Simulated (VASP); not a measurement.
Rh: single point with LDA

The system is Rh.

```
CELL_PARAMETERS angstrom
0.00000 1.91042 1.91042
1.91042 0.00000 1.91042
1.91042 1.91042 0.00000
ATOMIC_POSITIONS crystal
Rh 0.00000 0.00000 0.00000
```

This cell differs from its parent crystal: volume scaled by 1.02.

```
Program             : VASP 6.6.1
Task                : single point
Functional          : LDA
Potentials or basis : VASP PAW LDA potentials, release 64 (Rh_pv)
Cutoff              : 520 eV
k mesh              : 12 × 12 × 12
Occupations         : fermi-dirac, width 0.05 eV
Spin                : no spin polarisation
```

```yaml
Pressure: -14.2 GPa
```

Levels at points of the mesh, in eV from the Fermi level:
```
           k point  band 4  band 5  band 6  band 7  band 8  band 9  band 10  band 11
(0.00, 0.00, 0.00)   -7.93   -3.06   -3.06   -3.06   -0.98   -0.98    15.96    20.34
(0.50, 0.00, 0.00)   -6.07   -3.12   -3.12    0.54    0.54    0.70     8.42    15.47
(0.50, 0.50, 0.00)   -6.22   -5.88    0.53    0.94    0.94    3.18    12.04    13.12
```

It took 6.9 s on 1 thread of Intel(R) Xeon(R) Platinum 8375C CPU @ 2.90GHz (Ice Lake) (shared host), peak memory 0.13 GiB.
